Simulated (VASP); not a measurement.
# C (Fmmm) in VASP: notebook

Runs on C. Level: LDA. Tasks: single point.

All numbers are computed with VASP 6.6.1; they aren't measurements. Logs are shortened: lines on timing, memory, paths and dates and some standing lists are left out, and cuts for length are marked.

## (1) The cell of the first run

The structure is orthorhombic, space group Fmmm (No. 69). The conventional cell has a = 2.419 Å, b = 4.190 Å, c = 6.696 Å, α = 90.00°, β = 90.00°, γ = 90.00°. C (site symmetry m2m) has 3 C at 1.40 Å within 1.9 Å.

## (2) Single point, LDA (strain -0.015 along x and y, +0.000 along z)

INCAR reads:

```
SYSTEM = C
ALGO = Normal
EDIFF = 1E-7
ENCUT = 520
ISIF = 2
ISMEAR = 0
LASPH = .True.
LCHARG = .True.
LELF = .True.
LREAL = .False.
LVHAR = .True.
LWAVE = .False.
NBANDS = 11
NELM = 80
PREC = Accurate
SIGMA = 0.05
```

KPOINTS reads:

```
k-points
0
Gamma
  14 14 14
  0 0 0
```

POSCAR reads:

```
C
1.0
    0.0000000000      2.0950950000      3.3480000000
    1.2095800000      0.0000000000      3.3480000000
    1.2095800000      2.0950950000      0.0000000000
C
2
Direct
    0.1666700000      0.8333300000      0.1666700000
    0.8333300000      0.1666700000      0.8333300000
```

Potentials or basis: VASP PAW LDA potentials, release 64 (C).

On the command line:

```
$ cat potpaw_LDA.64/C/POTCAR > POTCAR
$ mpirun -np 1 vasp_std > vasp.out
```

OUTCAR:

```text
SYSTEM = C
   EDIFF = 1E-7
   ENCUT = 520
   ISIF = 2
   ISMEAR = 0
   LASPH = .True.
   LREAL = .False.
   NELM = 80
   PREC = Accurate

 ion  position               nearest neighbor table
   1  0.167  0.833  0.167-   2 1.40   2 1.40   2 1.40
   2  0.833  0.167  0.833-   1 1.40   1 1.40   1 1.40

  LATTYP: Found a face centered orthorhombic cell.
 ALAT       =     2.4191600000
 B/A-ratio  =     1.7320846906
 C/A-ratio  =     2.7679029084

  Lattice vectors:

 A1 = (   0.0000000000,   2.0950950000,   3.3480000000)
 A2 = (   1.2095800000,   0.0000000000,   3.3480000000)
 A3 = (   1.2095800000,   2.0950950000,   0.0000000000)

Analysis of symmetry for initial positions (statically):
=====================================================================
 Subroutine PRICEL returns:
 Original cell was already a primitive cell.

 Routine SETGRP: Setting up the symmetry group for a
 face centered orthorhombic supercell.

 Subroutine GETGRP returns: Found  8 space group operations
 (whereof  8 operations were pure point group operations)
 out of a pool of  8 trial point group operations.

The static configuration has the point symmetry D_2h.

Analysis of symmetry for dynamics (positions and initial velocities):
=====================================================================
 Subroutine PRICEL returns:
 Original cell was already a primitive cell.

 Routine SETGRP: Setting up the symmetry group for a
 face centered orthorhombic supercell.

 Subroutine GETGRP returns: Found  8 space group operations
 (whereof  8 operations were pure point group operations)
 out of a pool of  8 trial point group operations.

The dynamic configuration has the point symmetry D_2h.

 Subroutine INISYM returns: Found  8 space group operations
 (whereof  8 operations are pure point group operations),
 and found     1 'primitive' translations

----------------------------------------------------------------------------------------

                                     Primitive cell

  volume of cell :      16.9689

  direct lattice vectors                    reciprocal lattice vectors
     0.000000000  2.095095000  3.348000000    -0.413366623  0.238652663  0.149342891
     1.209580000  0.000000000  3.348000000     0.413366623 -0.238652663  0.149342891
     1.209580000  2.095095000  0.000000000     0.413366623  0.238652663 -0.149342891

  length of vectors
     3.949497064  3.559801648  2.419195493     0.500130341  0.500130341  0.500130341

  position of ions in fractional coordinates (direct lattice)
     0.166670000  0.833330000  0.166670000
     0.833330000  0.166670000  0.833330000

  ion indices of the primitive-cell ions
   primitive index   ion index
                 1           1
                 2           2

----------------------------------------------------------------------------------------

 KPOINTS: k-points

Automatic generation of k-mesh.
 Grid dimensions read from file:
 generate k-points for:   14   14   14

 Generating k-lattice:

  Cartesian coordinates                     Fractional coordinates (reciprocal lattice)
    -0.029526187  0.017046619  0.010667349     0.071428571 -0.000000000  0.000000000
     0.029526187 -0.017046619  0.010667349    -0.000000000  0.071428571  0.000000000
     0.029526187  0.017046619 -0.010667349     0.000000000  0.000000000  0.071428571

  Length of vectors
     0.035723596  0.035723596  0.035723596

  Shift w.r.t. Gamma in fractional coordinates (k-lattice)
     0.000000000  0.000000000  0.000000000

 Subroutine IBZKPT returns following result:
 ===========================================

 Found    428 irreducible k-points:

 Following reciprocal coordinates:
            Coordinates               Weight
  0.000000  0.000000  0.000000      1.000000
  0.071429  0.000000 -0.000000      8.000000
  0.142857  0.000000  0.000000      8.000000
  0.214286  0.000000 -0.000000      8.000000
  0.285714  0.000000  0.000000      8.000000
  0.357143  0.000000  0.000000      8.000000
[... 16 lines left out ...]
  0.214286  0.142857 -0.000000      8.000000
  0.285714  0.142857  0.000000      8.000000
 [... further k-points ...]
   k-points           NKPTS =    428   k-points in BZ     NKDIM =    428   number of bands    NBANDS=     11
   number of dos      NEDOS =    301   number of ions     NIONS =      2
   total plane-waves  NPLWV =  15120
   dimension x,y,z NGX =    30 NGY =   28 NGZ =   18
   dimension x,y,z NGXF=    60 NGYF=   56 NGZF=   36
   ions per type =               2
   NGX,Y,Z   is equivalent  to a cutoff of  12.63, 13.08, 12.37 a.u.
   NGXF,Y,Z  is equivalent  to a cutoff of  25.26, 26.15, 24.74 a.u.
 SYSTEM =  C
   PREC   = accura    normal or accurate (medium, high low for compatibility)
   ISTART =      0    job   : 0-new  1-cont  2-samecut
   ICHARG =      2    charge: 1-file 2-atom 10-const
   ISPIN  =      1    spin polarized calculation?
   LNONCOLLINEAR =      F non collinear calculations
   LSORBIT =      F    spin-orbit coupling
   LASPH  =      T    aspherical Exc in radial PAW
   ENCUT  =  520.0 eV  38.22 Ry    6.18 a.u.   7.34  6.62  4.50*2*pi/ulx,y,z
   NELM   =     80;   NELMIN=  2; NELMDL= -5     # of ELM steps
   EDIFF  = 0.1E-06   stopping-criterion for ELM
   LREAL  =      F    real-space projection
   EDIFFG = 0.1E-05   stopping-criterion for IOM
   NSW    =      0    number of steps for IOM
   IBRION =     -1    ionic relax: 0-MD 1-quasi-New 2-CG
   NFREE  =      0    steps in history (QN), initial steepest desc. (CG)
   ISIF   =      2    stress and relaxation
   ISYM   =      2    0-nonsym 1-usesym 2-fastsym
   POTIM  = 0.5000    time-step for ionic-motion
   TEBEG  =    0.0;   TEEND  =   0.0 temperature during run
   PSTRESS=    0.0 pullay stress
   NELECT =       8.0000    total number of electrons
   NUPDOWN=      -1.0000    fix difference up-down
   EMIN   =  10.00;   EMAX   =-10.00  energy-range for DOS
   EFERMI =   0.00;   METHOD = LEGACY
   ISMEAR =     0;   SIGMA  =   0.05  broadening in eV -4-tet -1-fermi 0-gaus
   EFERMI_NEDOS =   21; number of points for ismear=-14 and -15
   IALGO  =     38    algorithm
   IMIX   =      4    mixing-type and parameters
     AMIX     =   0.40;   BMIX     =  1.00
     AMIX_MAG =   1.60;   BMIX_MAG =  1.00
  volume/ion in A,a.u.               =       8.48        57.26
  Fermi-wavevector in a.u.,A,eV,Ry     =   1.274149  2.407793 22.088458  1.623456
  Thomas-Fermi vector in A             =   2.406933
   LORBIT       =      0    0 simple, 1 ext, 2 COOP (PROOUT), +10 PAW based schemes
   GGA     = CA    functional components
   LHFCALC =     F    Hartree Fock is set to
   AEXX    =    0.0000 exact exchange contribution
   IVDW    =     0    specifies the selected vdW correction
   LEPSILON=     F    determine dielectric tensor
   LRPA    =     F    only Hartree local field effects (RPA)
 non-spin polarized calculation
 Gauss-broadening in eV      SIGMA  =   0.05
  energy-cutoff  :      520.00
  volume of cell :       16.97
 maximum number of plane-waves:       475
 NGX is ok and might be reduce to    30
   NGX = 15   NGY = 13   NGZ =  9

 number of electron       7.9999999 magnetization

 Free energy of the ion-electron system (eV)
  ---------------------------------------------------
  ext. energy  EPLUGINS =         0.00000000
  ---------------------------------------------------
  free energy    TOTEN  =       -20.20152588 eV

  energy without entropy =      -20.20152588  energy(sigma->0) =      -20.20152588

 E-fermi :   5.2019     XC(G=0): -10.8807

 val. band max:        5.0176513950   @ k =   0.5000  -0.1429   0.3571
 cond. band min:       5.4007929426   @ k =  -0.1429   0.2143   0.2857
 fundamental gap:      0.3831415476
 Fermi energy:         5.2019252508

 k-point     1 :       0.0000    0.0000    0.0000
  band No.  band energies     occupation
      1     -14.9646      2.00000
      2      -2.0077      2.00000
      3       1.9404      2.00000
      4       1.9649      2.00000
      5       8.5939      0.00000
      6      13.5828      0.00000
      7      13.6520      0.00000
      8      16.9101      0.00000
      9      19.1461      0.00000
     10      27.9740      0.00000
     11      30.4434      0.00000

 k-point     2 :       0.0714    0.0000   -0.0000
  band No.  band energies     occupation
      1     -14.8358      2.00000
      2      -1.8944      2.00000
      3       1.4794      2.00000
      4       1.6786      2.00000
      5       8.8101      0.00000
      6      13.7006      0.00000
      7      14.1452      0.00000
      8      16.4375      0.00000
      9      19.3409      0.00000
     10      28.3853      0.00000
     11      29.3924      0.00000

 k-point     3 :       0.1429    0.0000    0.0000
  band No.  band energies     occupation
      1     -14.4507      2.00000
      2      -1.5527      2.00000
      3       0.2159      2.00000
      4       1.0146      2.00000
      5       9.4532      0.00000
      6      13.7642      0.00000
      7      15.1415      0.00000
      8      15.6210      0.00000
      9      19.9698      0.00000
     10      27.0620      0.00000
     11      29.4755      0.00000

 k-point     4 :       0.2143    0.0000   -0.0000
  band No.  band energies     occupation
      1     -13.8137      2.00000
      2      -1.5014      2.00000
      3      -0.9795      2.00000
      4       0.2145      2.00000
      5      10.4956      0.00000
      6      13.3070      0.00000
      7      13.6746      0.00000
      8      17.7311      0.00000
      9      20.9795      0.00000
     10      24.9421      0.00000
     11      29.6152      0.00000

 k-point     5 :       0.2857    0.0000    0.0000
  band No.  band energies     occupation
      1     -12.9326      2.00000
      2      -3.4053      2.00000
      3      -0.5310      2.00000
      4      -0.1782      2.00000
      5      11.1069      0.00000
      6      12.0110      0.00000
      7      13.4875      0.00000
      8      20.2018      0.00000
      9      21.8757      0.00000
     10      23.5490      0.00000
     11      28.5002      0.00000
[... 211 lines left out ...]
 k-point    21 :      -0.0714    0.0714    0.0000
  band No.  band energies     occupation
      1     -14.4650      2.00000
      2      -1.4300      2.00000
      3       0.2187      2.00000
      4       1.0146      2.00000
      5       9.2032      0.00000
      6      13.7663      0.00000
      7      15.1243      0.00000
      8      15.6195      0.00000
      9      19.9861      0.00000
     10      27.0383      0.00000
     11      29.4932      0.00000

 k-point    22 :       0.1429    0.1429    0.0000
  band No.  band energies     occupation
      1     -14.9079      2.00000
      2      -2.4657      2.00000
      3       1.9426      2.00000
      4       1.9584      2.00000
      5       9.5700      0.00000
      6      13.5886      0.00000
      7      13.6327      0.00000
      8      16.9390      0.00000
      9      19.1156      0.00000
     10      27.8918      0.00000
     11      29.3880      0.00000

 k-point    23 :       0.2143    0.1429   -0.0000
  band No.  band energies     occupation
      1     -14.7545      2.00000
      2      -2.5300      2.00000
      3       1.4710      2.00000
      4       1.6782      2.00000
      5      10.2136      0.00000
      6      13.6861      0.00000
      7      14.1418      0.00000
      8      16.4945      0.00000
      9      19.2883      0.00000
     10      28.1681      0.00000
     11      28.5674      0.00000

 k-point    24 :       0.2857    0.1429    0.0000
  band No.  band energies     occupation
      1     -14.3501      2.00000
      2      -2.3082      2.00000
      3       0.1970      2.00000
      4       1.0145      2.00000
      5      11.2007      0.00000
      6      13.7544      0.00000
      7      15.2590      0.00000
      8      15.6312      0.00000
      9      19.8595      0.00000
     10      26.9279      0.00000
     11      29.2336      0.00000

 [... further k-points ...]
[... 5 lines left out ...]
  --------------------------------------------------------------------------------------
  -------------------------------------------------------------------------------------
  Total        1.6510612      1.6548888      0.0014452      0.0000000      0.0000000      0.0000000
  in kB      155.8906186    156.2520221      0.1364523      0.0000000      0.0000000      0.0000000
  external PRESSURE =     104.0930310 kB  Pullay stress =       0.0000000 kB

 VOLUME and BASIS-vectors are now :
 -----------------------------------------------------------------------------
  energy-cutoff  :      520.00
  volume of cell :       16.97
      direct lattice vectors                 reciprocal lattice vectors
     0.000000000  2.095095000  3.348000000    -0.413366623  0.238652663  0.149342891
     1.209580000  0.000000000  3.348000000     0.413366623 -0.238652663  0.149342891
     1.209580000  2.095095000  0.000000000     0.413366623  0.238652663 -0.149342891

 POSITION                                       TOTAL-FORCE (eV/Angst)
 -----------------------------------------------------------------------------------
      1.20958      0.69838      3.34800         0.000000      0.033276      0.000000
      1.20958      3.49181      3.34800         0.000000     -0.033276      0.000000
 -----------------------------------------------------------------------------------
    total drift:                               -0.000000     -0.000000     -0.000000

  FREE ENERGIE OF THE ION-ELECTRON SYSTEM (eV)
  ---------------------------------------------------
  free  energy   TOTEN  =       -20.2015258847 eV

  energy  without entropy=      -20.2015258846  energy(sigma->0) =      -20.20152588
```

Run time: 37 s. Hardware: 1 thread of Intel Xeon 6975P-C (Granite Rapids), shared host; peak memory 0.17 GiB.

Results:

| Quantity | Value |
| --- | --- |
| Free energy | -20.2015 eV |
| Pressure | 10.4 GPa |
| Largest force | 0.033 eV/Å |
| Band gap on the k mesh | 0.38 eV, indirect (least direct gap 0.48 eV) |

Forces in eV/Å, atoms in the order of the input:
```
C    0.000  0.033  0.000
C    0.000 -0.033  0.000
```

Caveat: the cell differs from its parent crystal (strain -0.015 along x and y, +0.000 along z).

[end of part 1 of 2]
